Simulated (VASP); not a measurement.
**ZrCu: electric field gradients with LDA**

The system is ZrCu.

```
CELL_PARAMETERS angstrom
2.58164 0.00000 0.00000
0.00000 2.58164 0.00000
0.00000 0.00000 2.58164
ATOMIC_POSITIONS crystal
Zr 0.50000 0.50000 0.50000
Cu 0.00000 0.00000 0.00000
```

```yaml
Program: VASP 6.6.1
Task: electric field gradients
Functional: LDA
Potentials_or_basis: VASP PAW LDA potentials, release 64 (Zr_sv, Cu)
Cutoff: 520 eV
k_mesh: 11 × 11 × 11
Occupations: fermi-dirac, width 0.05 eV
Spin: no spin polarisation
Dipole_correction: no
Further_INCAR_settings: ALGO = Normal; EDIFF = 1e-08; NBANDS = 18
```

The pressure is 325.8 GPa and the band gap on the k mesh is zero (an odd number of electrons rules out a gap without spin polarisation). The largest electric field gradient by atom is zero within the noise of the run.

Levels at points of the mesh, in eV from the Fermi level:
```
           k point  band 9  band 10  band 11  band 12  band 13  band 14  band 15  band 16
(0.00, 0.00, 0.00)   -6.18    -6.18    -0.69    -0.69     7.94     7.94     7.94    12.13
```

It took 31 s on 1 thread of Intel Xeon 8259CL, with other jobs on the host, peak memory 0.13 GiB.

Caveat: the cell stands under pressure.
